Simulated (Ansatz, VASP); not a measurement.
One calculation of Cu, two programs

```
Cu
1.0
    -1.42643    1.42643    1.42343
     1.42643   -1.42643    1.42343
     1.42643    1.42643   -1.42343
Cu
1
Direct
  0.00000 0.00000 0.00000
```

Alike in both runs: task single point; functional LDA; k mesh 24 × 24 × 24; occupations gaussian, width 0.15 eV; no spin polarisation.

```csv
,VASP,Ansatz
version,VASP 6.6.1,Ansatz 0.2.0
potentials or method,"VASP PAW LDA potentials, release 64 (Cu), cutoff 520 eV","scalar-relativistic, plane waves, PAW"
valence electrons in the cell,11,19
```

Ansatz gave:

```
gap on the k mesh at the Fermi level (eV) : none
pressure (GPa)                            : -9.5
```

Task: Which values does VASP return?

Result: gap on the k mesh at the Fermi level (eV): none; pressure (GPa): -8.5.

Ansatz warns that its potentials were made for another functional, while VASP's fit it. LDA's correlation is that of Perdew and Zunger in VASP and of Perdew and Wang (1992) in Ansatz. A gap of «none» marks a metal or a gap that the smearing closes. VASP's potentials hold 11 valence electrons a cell and Ansatz's 19, so a difference there can come from the potentials and not from the codes.
